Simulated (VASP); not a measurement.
# MnSi (P2_13) in VASP: a series of runs, part 2 of 2

VASP 6.6.1. Earlier steps stand in the parts before.

**3. Single point, PBE, collinear spin, ferromagnetic start**

INCAR

```
SYSTEM = MnSi
PREC = Accurate
ENCUT = 520
EDIFF = 1E-6
ISMEAR = -1
SIGMA = 0.1
LREAL = .FALSE.
LASPH = .TRUE.
NELM = 150
ALGO = Normal
ISIF = 2
LWAVE = .FALSE.
LCHARG = .FALSE.
ISPIN = 2
MAGMOM = 4.5 4.5 4.5 4.5 0 0 0 0
LORBIT = 11
LMAXMIX = 4
GGA = PE
NBANDS = 48
```

KPOINTS

```
Automatic mesh
0
G
  5 5 5
  0 0 0
```

POSCAR

```
MnSi
1.0
    4.5480000000      0.0000000000      0.0000000000
    0.0000000000      4.5480000000      0.0000000000
    0.0000000000      0.0000000000      4.5480000000
Mn Si
4 4
Direct
    0.1380000000      0.1380000000      0.1380000000
    0.3620000000      0.8620000000      0.6380000000
    0.6380000000      0.3620000000      0.8620000000
    0.8620000000      0.6380000000      0.3620000000
    0.8460000000      0.8460000000      0.8460000000
    0.6540000000      0.1540000000      0.3460000000
    0.3460000000      0.6540000000      0.1540000000
    0.1540000000      0.3460000000      0.6540000000
```

Potentials or basis: VASP PAW PBE potentials, release 64 (Mn_pv, Si).

On the command line:

```
$ cat potpaw_PBE.64/Mn_pv/POTCAR potpaw_PBE.64/Si/POTCAR > POTCAR
$ mpirun -np 1 vasp_std > vasp.out
```

OUTCAR:

```text
SYSTEM = MnSi
   PREC = Accurate
   ENCUT = 520
   EDIFF = 1E-6
   ISMEAR = -1
   LREAL = .FALSE.
   LASPH = .TRUE.
   NELM = 150
   ISIF = 2
   ISPIN = 2
   LORBIT = 11
   GGA = PE

 ion  position               nearest neighbor table
   1  0.138  0.138  0.138-   5 2.30   6 2.40   7 2.40   8 2.40   7 2.53   8 2.53   6 2.53   3 2.79
                             4 2.79   2 2.79   2 2.79   4 2.79   3 2.79
   2  0.362  0.862  0.638-   6 2.30   5 2.40   7 2.40   8 2.40   7 2.53   8 2.53   5 2.53   1 2.79
                             1 2.79   3 2.79   3 2.79   4 2.79   4 2.79
   3  0.638  0.362  0.862-   7 2.30   6 2.40   5 2.40   8 2.40   8 2.53   6 2.53   5 2.53   1 2.79
                             4 2.79   2 2.79   2 2.79   4 2.79   1 2.79
   4  0.862  0.638  0.362-   8 2.30   6 2.40   7 2.40   5 2.40   6 2.53   5 2.53   7 2.53   1 2.79
                             3 2.79   2 2.79   1 2.79   2 2.79   3 2.79
   5  0.846  0.846  0.846-   1 2.30   2 2.40   3 2.40   4 2.40   3 2.53   4 2.53   2 2.53   6 2.81
                             7 2.81   8 2.81   6 2.81   8 2.81   7 2.81
   6  0.654  0.154  0.346-   2 2.30   1 2.40   3 2.40   4 2.40   3 2.53   4 2.53   1 2.53   8 2.81
                             5 2.81   5 2.81   7 2.81   7 2.81   8 2.81
   7  0.346  0.654  0.154-   3 2.30   2 2.40   1 2.40   4 2.40   4 2.53   2 2.53   1 2.53   8 2.81
                             5 2.81   8 2.81   6 2.81   6 2.81   5 2.81
   8  0.154  0.346  0.654-   4 2.30   2 2.40   3 2.40   1 2.40   2 2.53   1 2.53   3 2.53   7 2.81
                             5 2.81   7 2.81   5 2.81   6 2.81   6 2.81

  LATTYP: Found a simple cubic cell.
 ALAT       =     4.5480000000

  Lattice vectors:

 A1 = (   4.5480000000,   0.0000000000,   0.0000000000)
 A2 = (   0.0000000000,   4.5480000000,   0.0000000000)
 A3 = (   0.0000000000,   0.0000000000,   4.5480000000)

Analysis of symmetry for initial positions (statically):
=====================================================================
 Subroutine PRICEL returns:
 Original cell was already a primitive cell.

 Routine SETGRP: Setting up the symmetry group for a
 simple cubic supercell.

 Subroutine GETGRP returns: Found 12 space group operations
 (whereof  3 operations were pure point group operations)
 out of a pool of 48 trial point group operations.

The static configuration has the point symmetry C_3 .
 The point group associated with its full space group is T   .

Analysis of symmetry for dynamics (positions and initial velocities):
=====================================================================
 Subroutine PRICEL returns:
 Original cell was already a primitive cell.

 Routine SETGRP: Setting up the symmetry group for a
 simple cubic supercell.

 Subroutine GETGRP returns: Found 12 space group operations
 (whereof  3 operations were pure point group operations)
 out of a pool of 48 trial point group operations.

The dynamic configuration has the point symmetry C_3 .
 The point group associated with its full space group is T   .

Analysis of structural, dynamic, and magnetic symmetry:
=====================================================================
 Subroutine PRICEL returns:
 Original cell was already a primitive cell.

 Routine SETGRP: Setting up the symmetry group for a
 simple cubic supercell.

 Subroutine GETGRP returns: Found 12 space group operations
 (whereof  3 operations were pure point group operations)
 out of a pool of 48 trial point group operations.

The overall configuration has the point symmetry C_3 .
 The point group associated with its full space group is T   .

 Subroutine INISYM returns: Found 12 space group operations
 (whereof  3 operations are pure point group operations),
 and found     1 'primitive' translations

[... 113 lines left out ...]
  volume/ion in A,a.u.               =      11.76        79.35
  Fermi-wavevector in a.u.,A,eV,Ry     =   1.469233  2.776448 29.370157  2.158646
  Thomas-Fermi vector in A             =   2.584635
   LORBIT       =     11    0 simple, 1 ext, 2 COOP (PROOUT), +10 PAW based schemes
   GGA     = PE    functional components
   LHFCALC =     F    Hartree Fock is set to
   AEXX    =    0.0000 exact exchange contribution
   IVDW    =     0    specifies the selected vdW correction
   LEPSILON=     F    determine dielectric tensor
   LRPA    =     F    only Hartree local field effects (RPA)
 spin polarized calculation
  energy-cutoff  :      520.00
  volume of cell :       94.07
 maximum number of plane-waves:      2550
 NGX is ok and might be reduce to    36
   NGX = 17   NGY = 17   NGZ = 17

 number of electron      68.0000000 magnetization      18.0000000

 number of electron      68.0000085 magnetization       3.8741782

 Free energy of the ion-electron system (eV)
  ---------------------------------------------------
  ext. energy  EPLUGINS =         0.00000000
  ---------------------------------------------------
  free energy    TOTEN  =       -61.48233345 eV

  energy without entropy =      -61.30447644  energy(sigma->0) =      -61.39340495

 E-fermi :  10.8875     XC(G=0): -12.7222

 val. band max:       10.8388600774   @ k =   0.4000   0.4000   0.0000
 cond. band min:      10.9180893167   @ k =   0.4000   0.4000   0.4000
 fundamental gap:      0.0792292393
 Fermi energy:        10.8875179149

 spin component 1

 k-point     1 :       0.0000    0.0000    0.0000
  band No.  band energies     occupation
      1     -37.5170      1.00000
      2     -37.5170      1.00000
      3     -37.5170      1.00000
      4     -37.4491      1.00000
      5     -37.4491      1.00000
      6     -37.4461      1.00000
[... 528 lines left out ...]
     45      16.3613      0.00000
     46      16.7852      0.00000
 Fermi energy:        10.8875179149

 spin component 2

 k-point     1 :       0.0000    0.0000    0.0000
  band No.  band energies     occupation
      1     -36.5228      1.00000
      2     -36.5228      1.00000
      3     -36.5228      1.00000
      4     -36.4429      1.00000
      5     -36.3117      1.00000
      6     -36.3117      1.00000
[... 528 lines left out ...]
     45      16.6943      0.00000
     46      16.9688      0.00000
 [bands above 46 left out]

------------------------ aborting loop because EDIFF is reached ----------------------------------------

  FORCE on cell =-STRESS in cart. coord.  units (eV):
  Direction    XX          YY          ZZ          XY          YZ          ZX
  --------------------------------------------------------------------------------------
  -------------------------------------------------------------------------------------
  Total       -2.5915406     -2.5915406     -2.5915406     -0.0000000     -0.0000000      0.0000000
  in kB      -44.1374484    -44.1374484    -44.1374484     -0.0000000     -0.0000000      0.0000000
  external PRESSURE =     -44.1374484 kB  Pullay stress =       0.0000000 kB

 VOLUME and BASIS-vectors are now :
 -----------------------------------------------------------------------------
  energy-cutoff  :      520.00
  volume of cell :       94.07
      direct lattice vectors                 reciprocal lattice vectors
     4.548000000  0.000000000  0.000000000     0.219876869  0.000000000  0.000000000
     0.000000000  4.548000000  0.000000000     0.000000000  0.219876869  0.000000000
     0.000000000  0.000000000  4.548000000     0.000000000  0.000000000  0.219876869

 POSITION                                       TOTAL-FORCE (eV/Angst)
 -----------------------------------------------------------------------------------
      0.62762      0.62762      0.62762        -0.126320     -0.126320     -0.126320
      1.64638      3.92038      2.90162         0.126320      0.126320     -0.126320
      2.90162      1.64638      3.92038        -0.126320      0.126320      0.126320
      3.92038      2.90162      1.64638         0.126320     -0.126320      0.126320
      3.84761      3.84761      3.84761        -0.057859     -0.057859     -0.057859
      2.97439      0.70039      1.57361         0.057859      0.057859     -0.057859
      1.57361      2.97439      0.70039        -0.057859      0.057859      0.057859
      0.70039      1.57361      2.97439         0.057859     -0.057859      0.057859
 -----------------------------------------------------------------------------------
    total drift:                               -0.000001     -0.000000      0.000000

  FREE ENERGIE OF THE ION-ELECTRON SYSTEM (eV)
  ---------------------------------------------------
  free  energy   TOTEN  =       -61.4823334515 eV

  energy  without entropy=      -61.3044764419  energy(sigma->0) =      -61.39340495

 total charge

# of ion       s       p       d       tot
------------------------------------------
    1        0.326   6.373   5.270  11.969
    2        0.326   6.373   5.270  11.969
    3        0.326   6.373   5.270  11.969
    4        0.326   6.373   5.270  11.969
    5        0.742   0.892   0.000   1.634
    6        0.742   0.892   0.000   1.634
    7        0.742   0.892   0.000   1.634
    8        0.742   0.892   0.000   1.634
--------------------------------------------------
tot          4.274  29.059  21.080  54.413

 magnetization (x)

# of ion       s       p       d       tot
------------------------------------------
    1        0.001   0.006   1.029   1.035
    2        0.001   0.006   1.029   1.035
    3        0.001   0.006   1.029   1.035
    4        0.001   0.006   1.029   1.035
    5       -0.013  -0.037   0.000  -0.050
    6       -0.013  -0.037   0.000  -0.050
    7       -0.013  -0.037   0.000  -0.050
    8       -0.013  -0.037   0.000  -0.050
--------------------------------------------------
tot         -0.050  -0.126   4.115   3.939
```

Wall time 57 s (1 thread of Intel Xeon 6975P-C (Granite Rapids), shared host); peak memory 0.26 GiB.

Results:

- Free energy: -61.4823 eV
- Pressure: -4.4 GPa
- Largest force: 0.219 eV/Å
- Net moment: 3.87 μB per cell
- Site moments: Mn +1.03; Si -0.05 μB
- Valence electrons inside the program's atomic spheres: Mn 11.97; Si 1.63

Forces in eV/Å, atoms in the order of the input:
```
Mn  -0.126 -0.126 -0.126
Mn   0.126  0.126 -0.126
Mn  -0.126  0.126  0.126
Mn   0.126 -0.126  0.126
Si  -0.058 -0.058 -0.058
Si   0.058  0.058 -0.058
Si  -0.058  0.058  0.058
Si   0.058 -0.058  0.058
```

Caveat: the cell stands under tension.

**4. Single point, PBE, collinear spin, ferromagnetic start**

INCAR

```
ALGO = Normal
EDIFF = 1E-6
ENCUT = 520
GGA = PE
ISIF = 2
ISMEAR = -1
ISPIN = 2
LASPH = T
LCHARG = F
LMAXMIX = 4
LORBIT = 11
LREAL = F
LWAVE = F
MAGMOM = 0.675 0.675 0.675 0.675 0 0 0 0
NBANDS = 48
NELM = 150
NUPDOWN = 2.7
PREC = Accurate
SIGMA = 0.1
```

KPOINTS

```
k-points
0
Gamma
  5 5 5
```

POSCAR is that of step 3.

On the command line:

```
$ cat potpaw_PBE.64/Mn_pv/POTCAR potpaw_PBE.64/Si/POTCAR > POTCAR
$ mpirun -np 1 vasp_std > vasp.out
```

Run time: 56 s. Hardware: 1 thread of Intel Xeon 6975P-C (Granite Rapids), shared host; peak memory 0.27 GiB.

The run converged. Its results:

```
Free energy                                           : -61.4238 eV
Pressure                                              : -5.8 GPa
Largest force                                         : 0.220 eV/Å
Net moment                                            : 2.70 μB per cell
Site moments                                          : Mn +0.73; Si -0.04 μB
Valence electrons inside the program's atomic spheres : Mn 11.97; Si 1.63
```

Forces on the atoms (eV/Å):
```
Mn  -0.127 -0.127 -0.127
Mn   0.127  0.127 -0.127
Mn  -0.127  0.127  0.127
Mn   0.127 -0.127  0.127
Si  -0.045 -0.045 -0.045
Si   0.045  0.045 -0.045
Si  -0.045  0.045  0.045
Si   0.045 -0.045  0.045
```

Caveat: the cell stands under tension; the total moment is fixed, so each spin has its own Fermi level and the state may be an excited one.

**5. Summary**

```tsv
spin	fixed moment (μB)	pressure (GPa)	moment (μB)	largest force (eV/Å)
collinear, zero start	0.0	-6.8	0.00	0.19
collinear, ferromagnetic start	-	-4.4	3.87	0.22
collinear, ferromagnetic start	2.7	-5.8	2.70	0.22
```

Alike in all rows: task single point; level PBE; potentials or basis VASP PAW PBE potentials, release 64 (Mn_pv, Si); cell as given; k mesh 5 × 5 × 5; cutoff (eV) 520; smearing fermi-dirac 0.1 eV.

Caveats: the cell stands under tension; the total moment is fixed, so each spin has its own Fermi level (at least some runs); the total moment is fixed, so each spin has its own Fermi level and the state may be an excited one (at least some runs).

Absolute energies hang on the potentials; compare differences alone.
